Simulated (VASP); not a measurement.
# BiN (P-6m2) in VASP: notebook, part 2 of 2

VASP 6.6.1. The steps go on from the part before.

## Step 3: Relaxation of shape and atoms at fixed volume, PBE (volume scaled by 0.960)

The input, INCAR:

```
SYSTEM = BiN
ALGO     = Normal         ! electronic algorithm
EDIFF    = 1E-7           ! SCF threshold, eV
EDIFFG   = -0.01          ! ionic threshold
ENCUT    = 600            ! plane-wave cutoff, eV
GGA      = PE             ! functional
IBRION   = 2              ! ionic algorithm
ISIF     = 4              ! what is computed and relaxed
ISMEAR   = 0              ! smearing method
LASPH    = .TRUE.         ! aspherical terms in the spheres
LCHARG   = .FALSE.        ! write CHGCAR
LREAL    = .FALSE.        ! projectors in reciprocal space
LWAVE    = .FALSE.        ! write WAVECAR
NELM     = 80             ! most SCF steps
NSW      = 60             ! ionic steps
PREC     = Accurate       ! precision mode
SIGMA    = 0.05           ! smearing width, eV
```

The input, KPOINTS:

```
k-points
0
G
  12 12 10
  0 0 0
```

The input, POSCAR:

```
BiN
1.0
    3.4377860354      0.0000000000      0.0000000000
   -1.7188930177      2.9772100395      0.0000000000
    0.0000000000      0.0000000000      3.2293440449
Bi N
1 1
Direct
    0.0000000000      0.0000000000      0.0000000000
    0.6666666667      0.3333333333      0.5000000000
```

Potentials or basis: VASP PAW PBE potentials, release 64 (Bi_d, N).

Run with:

```bash
cat potpaw_PBE.64/Bi_d/POTCAR potpaw_PBE.64/N/POTCAR > POTCAR
mpirun -np 1 vasp_std > vasp.out
```

Run time: 40 s. Hardware: 1 thread of Intel Xeon 6975P-C (Granite Rapids), shared host; peak memory 0.2 GiB.

It converged, with:

```yaml
Free_energy: -10.2383 eV
Energy_gained_by_relaxing: 0.1 meV/atom
Ionic_steps: 2
Pressure_after_relaxing: 4.7 GPa
Band_gap_on_the_k_mesh: zero (band 10 reaches 9.87 eV, above the bottom of band 11 at 7.08 eV)
```

Stress tensor (GPa, compression positive):
```
4.76 0.00 0.00
0.00 4.76 0.00
0.00 0.00 4.64
```

The path:
```tsv
step	energy change (eV)	largest force (eV/Å)	pressure (GPa)	volume (Å³)
1	0.0000	0.0000	4.90	33.05
2	-0.0003	0.0000	4.72	33.05
```

Final structure:
```
Bi N
1.0
     3.43187    0.00000    0.00000
    -1.71594    2.97209    0.00000
     0.00000    0.00000    3.24048
Bi N
1 1
Direct
  0.00000 0.00000 0.00000
  0.66667 0.33333 0.50000
```

Levels at points of the mesh, in eV from the Fermi level:
| k point | band 7 | band 8 | band 9 | band 10 | band 11 | band 12 | band 13 | band 14 |
| --- | --- | --- | --- | --- | --- | --- | --- | --- |
| (0.00, 0.00, 0.00) | -7.59 | -2.71 | -1.62 | -1.62 | 4.83 | 4.83 | 7.31 | 7.73 |
| (0.50, 0.00, 0.00) | -11.05 | -3.22 | -2.61 | -1.22 | 1.77 | 5.59 | 6.07 | 7.09 |
| (0.00, 0.00, 0.50) | -12.28 | -0.96 | -0.96 | 0.13 | 0.76 | 5.78 | 5.78 | 11.23 |
| (0.50, 0.00, 0.50) | -9.34 | -5.63 | -5.42 | -1.28 | 2.66 | 2.74 | 3.23 | 8.78 |

Caveat: the cell differs from its parent crystal (volume scaled by 0.960); spin-orbit coupling is left out, which moves the levels of the heavy elements.

## Step 4: Relaxation of shape and atoms at fixed volume, PBE (volume scaled by 0.980)

The input, INCAR:

```
SYSTEM = BiN
PREC     = Accurate       ! precision mode
ENCUT    = 600            ! plane-wave cutoff, eV
EDIFF    = 1E-6           ! SCF threshold, eV
ISMEAR   = 0              ! smearing method
SIGMA    = 0.05           ! smearing width, eV
LREAL    = .FALSE.        ! projectors in reciprocal space
LASPH    = .TRUE.         ! aspherical terms in the spheres
NELM     = 100            ! most SCF steps
ALGO     = Normal         ! electronic algorithm
ISIF     = 4              ! what is computed and relaxed
LWAVE    = .FALSE.        ! write WAVECAR
LCHARG   = .FALSE.        ! write CHGCAR
GGA      = PE             ! functional
IBRION   = 2              ! ionic algorithm
NSW      = 60             ! ionic steps
EDIFFG   = -0.01          ! ionic threshold
```

The input, KPOINTS:

```
regular mesh
0
G
  12 12 10
  0 0 0
```

The input, POSCAR:

```
BiN
1.0
    3.4659506778      0.0000000000      0.0000000000
   -1.7329753389      3.0016013353      0.0000000000
    0.0000000000      0.0000000000      3.2432624091
Bi N
1 1
Direct
    0.0000000000      0.0000000000      0.0000000000
    0.6666666667      0.3333333333      0.5000000000
```

Run with:

```bash
cat potpaw_PBE.64/Bi_d/POTCAR potpaw_PBE.64/N/POTCAR > POTCAR
mpirun -np 1 vasp_std > vasp.out
```

It took 38 s on 1 thread of Intel Xeon 6975P-C (Granite Rapids), shared host; peak memory 0.2 GiB.

The run converged. Its results:

```
Free energy               : -10.2539 eV
Energy gained by relaxing : 0.1 meV/atom
Ionic steps               : 2
Pressure after relaxing   : 2.3 GPa
Band gap on the k mesh    : zero (band 10 reaches 9.53 eV, above the bottom of band 11 at 6.88 eV)
```

Stress tensor (GPa, compression positive):
```
2.28 0.00 0.00
0.00 2.28 0.00
0.00 0.00 2.20
```

The path:
```csv
step,energy change (eV),largest force (eV/Å),pressure (GPa),volume (Å³)
1,0.0000,0.0000,2.40,33.74
2,-0.0002,0.0000,2.25,33.74
```

Final structure:
```cif
data_structure
_symmetry_space_group_name_H-M 'P 1'
_symmetry_Int_Tables_number 1
_cell_length_a 3.4610
_cell_length_b 3.4610
_cell_length_c 3.2526
_cell_angle_alpha 90.000
_cell_angle_beta 90.000
_cell_angle_gamma 120.000
_cell_volume 33.74
loop_
_atom_site_label
_atom_site_type_symbol
_atom_site_fract_x
_atom_site_fract_y
_atom_site_fract_z
_atom_site_occupancy
Bi1 Bi 0.00000 0.00000 0.00000 1
N1 N 0.66667 0.33333 0.50000 1
```

Levels at points of the mesh, in eV from the Fermi level:
```
           k point  band 8  band 9  band 10  band 11  band 12  band 13
(0.00, 0.00, 0.00)   -2.58   -1.58    -1.58     4.70     4.70     7.32
(0.50, 0.00, 0.00)   -3.14   -2.60    -1.14     1.77     5.52     5.94
(0.00, 0.00, 0.50)   -0.92   -0.92     0.04     0.72     5.60     5.60
(0.50, 0.00, 0.50)   -5.49   -5.30    -1.23     2.63     2.69     3.17
```

Caveat: the cell differs from its parent crystal (volume scaled by 0.980); spin-orbit coupling is left out, which moves the levels of the heavy elements.

## Step 5: Relaxation of cell and atoms, PBE

This run uses another cell than the first one, of 17.00 Å³/atom, 1.045 times its volume.

The input, INCAR:

```
SYSTEM = BiN
  PREC = Accurate
  ENCUT = 600
  EDIFF = 1E-6
  ISMEAR = 0
  SIGMA = 0.05
  LREAL = .FALSE.
  LASPH = .TRUE.
  NELM = 80
  ALGO = Normal
  ISIF = 3
  LWAVE = .FALSE.
  LCHARG = .FALSE.
  GGA = PE
  IBRION = 2
  NSW = 80
  EDIFFG = -0.01
```

KPOINTS is that of step 4.

The input, POSCAR:

```
BiN
1.0
    3.4261742452      0.0000000000      0.0000000000
   -1.7130871226      2.9671539342      0.0000000000
    0.0000000000      0.0000000000      3.3437763165
Bi N
1 1
Direct
    0.0000000000      0.0000000000      0.0000000000
    0.6666666667      0.3333333333      0.5000000000
```

Run with:

```bash
cat potpaw_PBE.64/Bi_d/POTCAR potpaw_PBE.64/N/POTCAR > POTCAR
mpirun -np 1 vasp_std > vasp.out
```

Wall time 2 min (1 thread of Intel Xeon 6975P-C (Granite Rapids), shared host); peak memory 0.2 GiB.

It converged, with:

```yaml
Free_energy: -10.2589 eV
Relaxed_volume: 17.20 Å³/atom
Relaxed_cell: a = 3.488 Å, b = 3.488 Å, c = 3.265 Å, α = 90.00°, β = 90.00°, γ = 120.00°
Space_group_after_relaxing_to_0.05_Å: P-6m2 (No. 187)
Energy_gained_by_relaxing: 13.5 meV/atom
Ionic_steps: 6
Pressure_after_relaxing: 0.0 GPa
Band_gap_on_the_k_mesh: zero (band 10 reaches 9.21 eV, above the bottom of band 11 at 6.69 eV)
```

Step by step:
| step | energy change (eV) | largest force (eV/Å) | pressure (GPa) | volume (Å³) |
| --- | --- | --- | --- | --- |
| 1 | 0.0000 | 0.0000 | 0.30 | 33.99 |
| 2 | -0.0254 | 0.0000 | 1.16 | 34.12 |
| 3 | -0.0260 | 0.0000 | 1.03 | 34.11 |
| 4 | -0.0266 | 0.0000 | -0.73 | 34.64 |
| 5 | -0.0270 | 0.0000 | -0.06 | 34.43 |
| 6 | -0.0270 | 0.0000 | 0.00 | 34.41 |

Final structure:
```cif
data_structure
_symmetry_space_group_name_H-M 'P 1'
_symmetry_Int_Tables_number 1
_cell_length_a 3.4883
_cell_length_b 3.4883
_cell_length_c 3.2652
_cell_angle_alpha 90.000
_cell_angle_beta 90.000
_cell_angle_gamma 120.000
_cell_volume 34.41
loop_
_atom_site_label
_atom_site_type_symbol
_atom_site_fract_x
_atom_site_fract_y
_atom_site_fract_z
_atom_site_occupancy
Bi1 Bi 0.00000 0.00000 0.00000 1
N1 N 0.66667 0.33333 0.50000 1
```

Levels at points of the mesh, in eV from the Fermi level:
```csv
k point,band 8,band 9,band 10,band 11,band 12,band 13
"(0.00, 0.00, 0.00)",-2.46,-1.54,-1.54,4.59,4.59,7.34
"(0.50, 0.00, 0.00)",-3.07,-2.57,-1.06,1.76,5.47,5.83
"(0.00, 0.00, 0.50)",-0.87,-0.87,-0.04,0.68,5.45,5.45
"(0.50, 0.00, 0.50)",-5.35,-5.18,-1.18,2.61,2.65,3.12
```

Caveat: spin-orbit coupling is left out, which moves the levels of the heavy elements.

## Step 6: Single point, PBE (volume scaled by 1.100)

The input, INCAR:

```
  PREC = Accurate
  ENCUT = 520
  EDIFF = 1E-7
  ISMEAR = 0
  SIGMA = 0.05
  LREAL = F
  LASPH = T
  NELM = 100
  ALGO = Normal
  ISIF = 2
  LWAVE = F
  LCHARG = T
  GGA = PE
  LELF = T
  LVHAR = T
  NBANDS = 17
```

The input, KPOINTS:

```
Automatic mesh
0
Gamma
  12 12 10
```

The input, POSCAR:

```
BiN
1.0
    3.6192845957      0.0000000000      0.0000000000
   -1.8096422979      3.1343924034      0.0000000000
    0.0000000000      0.0000000000      3.3384739017
Bi N
1 1
Direct
    0.0000000000      0.0000000000      0.0000000000
    0.6666666667      0.3333333333      0.5000000000
```

Potentials or basis: VASP PAW PBE potentials, release 64 (Bi_d, N).

Run with:

```bash
cat potpaw_PBE.64/Bi_d/POTCAR potpaw_PBE.64/N/POTCAR > POTCAR
mpirun -np 1 vasp_std > vasp.out
```

Wall time 29 s (1 thread of Intel Xeon 6975P-C (Granite Rapids), shared host); peak memory 0.21 GiB.

It converged, with:

* Free energy: -10.1613 eV
* Pressure: -8.5 GPa
* Band gap on the k mesh: zero (band 10 reaches 7.75 eV, above the bottom of band 11 at 5.76 eV)

Levels at points of the mesh, in eV from the Fermi level:
| k point | band 7 | band 8 | band 9 | band 10 | band 11 | band 12 | band 13 | band 14 |
| --- | --- | --- | --- | --- | --- | --- | --- | --- |
| (0.00, 0.00, 0.00) | -8.06 | -2.00 | -1.37 | -1.37 | 4.07 | 4.07 | 6.78 | 7.30 |
| (0.50, 0.00, 0.00) | -10.68 | -2.75 | -2.50 | -0.79 | 1.64 | 5.06 | 5.23 | 6.99 |
| (0.00, 0.00, 0.50) | -11.48 | -0.69 | -0.69 | -0.37 | 0.46 | 4.71 | 4.71 | 10.28 |
| (0.50, 0.00, 0.50) | -9.34 | -4.75 | -4.66 | -0.98 | 2.41 | 2.45 | 2.85 | 8.26 |

Caveat: the cell differs from its parent crystal (volume scaled by 1.100); spin-orbit coupling is left out, which moves the levels of the heavy elements.

## Step 7: The runs side by side

```csv
task,cell,cutoff (eV),gap on the mesh (eV),pressure (GPa)
relaxation of shape and atoms at fixed volume,"relaxed from a = 3.415, b = 3.415, c = 3.222 Å, angles 90.0, 90.0, 120.0°, 2 atoms",600,none,6.8
relaxation of shape and atoms at fixed volume,"relaxed from a = 3.438, b = 3.438, c = 3.229 Å, angles 90.0, 90.0, 120.0°, 2 atoms",600,none,4.7
relaxation of shape and atoms at fixed volume,"relaxed from a = 3.466, b = 3.466, c = 3.243 Å, angles 90.0, 90.0, 120.0°, 2 atoms",600,none,2.3
relaxation of cell and atoms,"relaxed from a = 3.426, b = 3.426, c = 3.344 Å, angles 90.0, 90.0, 120.0°, 2 atoms",600,none,0.0
single point,"a = 3.619, b = 3.619, c = 3.338 Å, angles 90.0, 90.0, 120.0°, 2 atoms",520,none,-8.5
```

Alike in all rows: level PBE; potentials or basis VASP PAW PBE potentials, release 64 (Bi_d, N); no spin polarisation; k mesh 12 × 12 × 10; smearing gaussian 0.05 eV.

Caveats: spin-orbit coupling is left out, which moves the levels of the heavy elements.

Absolute energies hang on the potentials; compare differences alone.
